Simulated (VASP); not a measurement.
Here is a VASP 6.6.1 calculation.

The input POSCAR:

```
Ru
1.0
    2.7078263400      0.0000000000      0.0000000000
   -1.3539131700      2.3450464000      0.0000000000
    0.0000000000      0.0000000000      4.2681017800
Ru
2
Direct
    0.3333333300      0.6666666700      0.2500000000
    0.6666666700      0.3333333300      0.7500000000
```

The input INCAR.step1:

```
SYSTEM = Ru
PREC     = Accurate       ! precision mode
ENCUT    = 600            ! plane-wave cutoff, eV
ISMEAR   = 0              ! smearing method
SIGMA    = 0.1            ! smearing width, eV
LREAL    = .False.        ! projectors in reciprocal space
LASPH    = .True.         ! aspherical terms in the spheres
NELM     = 100            ! most SCF steps
GGA      = PE             ! functional
ALGO     = Normal         ! electronic algorithm
EDIFF    = 1E-4           ! SCF threshold, eV
LWAVE    = .True.         ! write WAVECAR
LCHARG   = .False.        ! write CHGCAR
```

Contents of INCAR.step2:

```
SYSTEM = Ru
PREC     = Accurate       ! precision mode
ENCUT    = 600            ! plane-wave cutoff, eV
EDIFF    = 1E-6           ! SCF threshold, eV
ISMEAR   = 0              ! smearing method
SIGMA    = 0.1            ! smearing width, eV
LREAL    = .False.        ! projectors in reciprocal space
LASPH    = .True.         ! aspherical terms in the spheres
NELM     = 100            ! most SCF steps
ALGO     = Normal         ! electronic algorithm
ISIF     = 3              ! what is computed and relaxed
LWAVE    = .False.        ! write WAVECAR
LCHARG   = .False.        ! write CHGCAR
METAGGA  = R2SCAN         ! meta-GGA
LMIXTAU  = .True.       
IBRION   = 2              ! ionic algorithm
NSW      = 100            ! ionic steps
EDIFFG   = -0.002         ! ionic threshold
ISTART   = 1
```

Contents of KPOINTS:

```
Automatic mesh
0
Gamma
  15 15 8
  0 0 0
```

Potentials or basis: VASP PAW PBE potentials, release 64 (Ru_pv).

Command:

```sh
$ cat potpaw_PBE.64/Ru_pv/POTCAR > POTCAR
$ cp INCAR.step1 INCAR
$ mpirun -np 1 vasp_std > vasp.out
$ cp INCAR.step2 INCAR
$ mpirun -np 1 vasp_std > vasp.out
```

(1) Estimate the band gap on the k mesh.

Results:

(1) zero (bands 14 and 15 overlap by 3.21 eV).
